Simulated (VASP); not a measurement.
# Na: single point with PBE

The system is Na.

```xyz
1
Lattice="-1.8772 1.8413 2.6007 1.8772 -1.8413 2.6007 1.8772 1.8413 -2.6007" Properties=species:S:1:pos:R:3 pbc="T T T"
Na    0.0000    0.0000    0.0000
```

This cell differs from its parent crystal: strained.

- Program: VASP 6.6.1
- Task: single point
- Functional: PBE
- Potentials or basis: VASP PAW PBE potentials, release 64 (Na_pv)
- Cutoff: 520 eV
- k mesh: 14 × 14 × 14
- Occupations: gaussian, width 0.1 eV
- Spin: no spin polarisation

* Pressure: 0.2 GPa
* Band gap on the k mesh: zero (an odd number of electrons rules out a gap without spin polarisation)

Stress tensor (GPa, compression positive):
```
0.02 0.00 0.00
0.00 0.29 0.00
0.00 0.00 0.17
```

Levels at points of the mesh, in eV from the Fermi level:
```tsv
k point	band 1	band 2	band 3	band 4	band 5	band 6	band 7	band 8	band 9
(0.00, 0.00, 0.00)	-24.87	-24.87	-24.87	-3.34	11.08	11.31	11.47	12.35	12.74
(0.50, 0.00, 0.00)	-24.91	-24.87	-24.87	0.61	1.06	10.07	10.38	11.19	11.22
(0.00, 0.50, 0.00)	-24.90	-24.87	-24.87	0.52	0.94	10.37	10.39	11.48	11.53
(0.50, 0.50, 0.00)	-24.90	-24.88	-24.88	1.77	2.33	6.40	7.34	7.35	9.37
(0.50, 0.50, 0.50)	-24.90	-24.88	-24.88	1.89	2.43	6.29	7.01	7.44	9.28
```

Run time: 2.5 min on 1 thread of Oxide Virtual Turin-like Processor (shared host), peak memory 0.21 GiB.

Caveat: the cell differs from its parent crystal (strained).
